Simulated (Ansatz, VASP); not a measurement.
**Two plane-wave programs on Zn**

```xyz
2
Lattice="0.0000 3.0425 3.0425 3.0425 0.0000 3.0425 3.0425 3.0425 0.0000" Properties=species:S:1:pos:R:3 pbc="T T T"
Zn    0.7606    0.7606    0.7606
Zn    5.3244    5.3244    5.3244
```

Alike in both runs: task single point; functional revPBE; k mesh 10 × 10 × 10; occupations fermi-dirac, width 0.1 eV; no spin polarisation.

|  | VASP | Ansatz |
| --- | --- | --- |
| version | VASP 6.6.1 | Ansatz 0.2.0 |
| potentials or method | VASP PAW PBE potentials, release 64 (Zn), cutoff 520 eV | plane waves (420 eV) with PAW, scalar-relativistic |
| valence electrons in the cell | 24 | 24 |

|  | VASP | Ansatz | Ansatz less VASP |
| --- | --- | --- | --- |
| pressure (GPa) | -1.2 | -1.2 | -0.07 |

VASP's potentials were made for PBE, not for revPBE. With one functional, cell and mesh, what is left measures potentials, basis and numerics.
